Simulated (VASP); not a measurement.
# NaCl (Pm-3m) in VASP: notebook, part 2 of 2

VASP 6.6.1. The steps go on from the part before.

## (4) Single point, PBE0

This run uses another cell than the first one, of 22.77 Å³/atom.

POSCAR

```
NaCl
1.0
    3.5708778306      0.0000000000      0.0000000000
    0.0000000000      3.5708778306      0.0000000000
    0.0000000000      0.0000000000      3.5708778306
Cl Na
1 1
Direct
    0.5000000000      0.5000000000      0.5000000000
    0.0000000000      0.0000000000      0.0000000000
```

INCAR.step1

```
SYSTEM = NaCl
PREC     = Accurate       ! precision mode
ENCUT    = 520            ! plane-wave cutoff, eV
EDIFF    = 1E-5           ! SCF threshold, eV
ISMEAR   = -1             ! smearing method
SIGMA    = 0.05           ! smearing width, eV
LREAL    = .False.        ! projectors in reciprocal space
LASPH    = .True.         ! aspherical terms in the spheres
NELM     = 80             ! most SCF steps
ALGO     = Normal         ! electronic algorithm
ISIF     = 2              ! what is computed and relaxed
LWAVE    = .True.         ! write WAVECAR
LCHARG   = .False.        ! write CHGCAR
NBANDS   = 14             ! bands
GGA      = PE             ! functional
```

INCAR.step2

```
SYSTEM = NaCl
PREC     = Accurate       ! precision mode
ENCUT    = 520            ! plane-wave cutoff, eV
EDIFF    = 1E-7           ! SCF threshold, eV
ISMEAR   = -1             ! smearing method
SIGMA    = 0.05           ! smearing width, eV
LREAL    = .False.        ! projectors in reciprocal space
LASPH    = .True.         ! aspherical terms in the spheres
NELM     = 80             ! most SCF steps
ALGO     = Normal         ! electronic algorithm
ISIF     = 2              ! what is computed and relaxed
LWAVE    = .False.        ! write WAVECAR
LCHARG   = .False.        ! write CHGCAR
GGA      = PE             ! functional
LHFCALC  = .True.         ! exact exchange
AEXX     = 0.25           ! exact-exchange fraction
PRECFOCK = Normal       
NBANDS   = 14             ! bands
ISTART   = 1
```

KPOINTS

```
Automatic mesh
0
Gamma
  4 4 4
  0 0 0
```

Potentials or basis: VASP PAW PBE potentials, release 64 (Cl, Na_pv).

Command:

```bash
> cat potpaw_PBE.64/Cl/POTCAR potpaw_PBE.64/Na_pv/POTCAR > POTCAR
> cp INCAR.step1 INCAR
> mpirun -np 1 vasp_std > vasp.out
> cp INCAR.step2 INCAR
> mpirun -np 1 vasp_std > vasp.out
```

OUTCAR:

```text
SYSTEM = NaCl
   PREC = Accurate
   ENCUT = 520
   EDIFF = 1E-7
   ISMEAR = -1
   LREAL = .False.
   LASPH = .True.
   NELM = 80
   ISIF = 2
   GGA = PE
   LHFCALC = .True.
   AEXX = 0.25
   PRECFOCK = Normal
   ISTART = 1

 ion  position               nearest neighbor table
   1  0.500  0.500  0.500-
   2  0.000  0.000  0.000-

  LATTYP: Found a simple cubic cell.
 ALAT       =     3.5708778306

  Lattice vectors:

 A1 = (   3.5708778306,   0.0000000000,   0.0000000000)
 A2 = (   0.0000000000,   3.5708778306,   0.0000000000)
 A3 = (   0.0000000000,   0.0000000000,   3.5708778306)

Analysis of symmetry for initial positions (statically):
=====================================================================
 Subroutine PRICEL returns:
 Original cell was already a primitive cell.

 Routine SETGRP: Setting up the symmetry group for a
 simple cubic supercell.

 Subroutine GETGRP returns: Found 48 space group operations
 (whereof 48 operations were pure point group operations)
 out of a pool of 48 trial point group operations.

The static configuration has the point symmetry O_h .
[... 165 lines left out ...]
      3     -25.6051      2.00000
      4     -15.7437      2.00000
      5      -1.7758      2.00000
      6      -1.7758      2.00000
      7      -1.7758      2.00000
      8       4.5392      0.00000
      9       9.4281      0.00000
     10       9.4281      0.00000
     11      16.3113      0.00000
     12      16.3113      0.00000
     13      16.3113      0.00000
     14      16.9693      0.00000
[... 139 lines left out ...]
      1     -25.6246      2.00000
      2     -25.6246      2.00000
      3     -25.6246      2.00000
      4     -14.9069      2.00000
      5      -3.1160      2.00000
      6      -3.1160      2.00000
      7      -3.1160      2.00000
      8       7.8758      0.00000
      9       7.8758      0.00000
     10       7.8758      0.00000
     11      12.2815      0.00000
     12      16.5470      0.00000
     13      16.5470      0.00000
     14      16.5470      0.00000

------------------------ aborting loop because EDIFF is reached ----------------------------------------

  FORCE on cell =-STRESS in cart. coord.  units (eV):
  Direction    XX          YY          ZZ          XY          YZ          ZX
  --------------------------------------------------------------------------------------
  -------------------------------------------------------------------------------------
  Total       -0.5117484     -0.5117484     -0.5117484      0.0000000     -0.0000000      0.0000000
  in kB      -18.0070307    -18.0070307    -18.0070307      0.0000000     -0.0000000      0.0000000
  external PRESSURE =     -18.0070307 kB  Pullay stress =       0.0000000 kB

 VOLUME and BASIS-vectors are now :
 -----------------------------------------------------------------------------
  energy-cutoff  :      520.00
  volume of cell :       45.53
      direct lattice vectors                 reciprocal lattice vectors
     3.570877831  0.000000000  0.000000000     0.280043185  0.000000000  0.000000000
     0.000000000  3.570877831  0.000000000     0.000000000  0.280043185  0.000000000
     0.000000000  0.000000000  3.570877831     0.000000000  0.000000000  0.280043185

 POSITION                                       TOTAL-FORCE (eV/Angst)
 -----------------------------------------------------------------------------------
      1.78544      1.78544      1.78544         0.000000      0.000000      0.000000
      0.00000      0.00000      0.00000         0.000000      0.000000      0.000000
 -----------------------------------------------------------------------------------
    total drift:                               -0.000000      0.000000     -0.000000

  FREE ENERGIE OF THE ION-ELECTRON SYSTEM (eV)
  ---------------------------------------------------
  free  energy   TOTEN  =        -8.0735976252 eV

  energy  without entropy=       -8.0735976252  energy(sigma->0) =       -8.07359763
```

OSZICAR.step1:

```text
N       E                     dE             d eps       ncg     rms          rms(c)
DAV:   1     0.962819275105E+02    0.96282E+02   -0.69253E+03   286   0.103E+03
DAV:   2     0.103999206040E+01   -0.95242E+02   -0.86956E+02   304   0.273E+02
DAV:   3    -0.660794155682E+01   -0.76479E+01   -0.75942E+01   352   0.690E+01
DAV:   4    -0.672675667926E+01   -0.11882E+00   -0.11878E+00   304   0.923E+00
DAV:   5    -0.672936659135E+01   -0.26099E-02   -0.26095E-02   382   0.138E+00    0.224E+00
DAV:   6    -0.648379885146E+01    0.24557E+00   -0.34382E-01   356   0.341E+00    0.160E+00
DAV:   7    -0.645197643607E+01    0.31822E-01   -0.93286E-02   386   0.177E+00    0.111E+00
DAV:   8    -0.645205197197E+01   -0.75536E-04   -0.11586E-02   304   0.945E-01    0.388E-01
DAV:   9    -0.645187061726E+01    0.18135E-03   -0.38222E-04   370   0.147E-01    0.207E-01
DAV:  10    -0.645197562760E+01   -0.10501E-03   -0.29613E-04   304   0.117E-01    0.335E-02
DAV:  11    -0.645197281965E+01    0.28080E-05   -0.10306E-05   304   0.277E-02
   1 F= -.64519728E+01 E0= -.64519728E+01  d E =-.553227E-10
```

Wall time 8.4 min (1 thread of Intel Xeon 8259CL, shared host); peak memory 0.16 GiB.

Results:

| Item | Value |
| --- | --- |
| Free energy | -8.0736 eV |
| Pressure | -1.8 GPa |
| Band gap on the k mesh | 5.83 eV (least direct gap 6.32 eV) |

Levels at points of the mesh, in eV from the valence-band top:
| k point | band 5 | band 6 | band 7 | band 8 | band 9 | band 10 |
| --- | --- | --- | --- | --- | --- | --- |
| (0.00, 0.00, 0.00) | -0.48 | -0.48 | -0.48 | 5.83 | 10.72 | 10.72 |
| (0.50, 0.00, 0.00) | -2.89 | -0.25 | -0.25 | 8.83 | 10.45 | 12.73 |
| (0.50, 0.50, 0.00) | -2.24 | -2.24 | 0.00 | 7.59 | 11.96 | 12.92 |
| (0.50, 0.50, 0.50) | -1.82 | -1.82 | -1.82 | 9.17 | 9.17 | 9.17 |

Caveat: the k points lie up to 0.44 Å⁻¹ apart; the PAW data sets were made with another functional, which shifts forces and pressure a little.

## (5) The runs side by side

```tsv
cell	gap on the mesh (eV)	pressure (GPa)
a = 3.525 Å, 2 atoms	5.96	-1.0
a = 3.548 Å, 2 atoms	5.89	-1.4
a = 3.571 Å, 2 atoms	5.83	-1.8
```

Alike in all rows: task single point; level PBE0; potentials or basis VASP PAW PBE potentials, release 64 (Cl, Na_pv); no spin polarisation; k mesh 4 × 4 × 4; cutoff (eV) 520; smearing fermi-dirac 0.05 eV.

Caveats: all runs use coarse meshes; the PAW data sets were made with another functional, which shifts forces and pressure a little.

Total energies depend on the potentials used, so only differences within one code and one set of settings carry meaning.
